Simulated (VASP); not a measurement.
A run of VASP 6.6.1:

File INCAR:

```
PREC = Accurate
ENCUT = 520
EDIFF = 1E-7
ISMEAR = -1
SIGMA = 0.03
LREAL = F
LASPH = T
NELM = 60
ALGO = Normal
ISIF = 2
LWAVE = F
LCHARG = F
GGA = PE
NBANDS = 16
```

The input KPOINTS:

```
regular mesh
0
Gamma
  8 8 8
```

POSCAR

```
CdSe
1.0
    0.0000000000      3.0702711986      2.9781630626
    3.0702711986      0.0000000000      2.9781630626
    3.0702711986      3.0702711986      0.0000000000
Cd Se
1 1
Direct
    0.0000000000      0.0000000000      0.0000000000
    0.2500000000      0.2500000000      0.2500000000
```

Potentials or basis: VASP PAW PBE potentials, release 64 (Cd, Se).

Launch:

```console
$ cat potpaw_PBE.64/Cd/POTCAR potpaw_PBE.64/Se/POTCAR > POTCAR
$ mpirun -np 1 vasp_std > vasp.out
```

Hardware: 1 thread of Intel(R) Xeon(R) 6975P-C (Granite Rapids), with other jobs on the host.

Question: Estimate the wall time of this run.

Answer: Wall time 18 s on 1 thread of Intel(R) Xeon(R) 6975P-C (Granite Rapids), on a shared host, peak memory 0.2 GiB. Counts: scf iterations 14, k points 59.
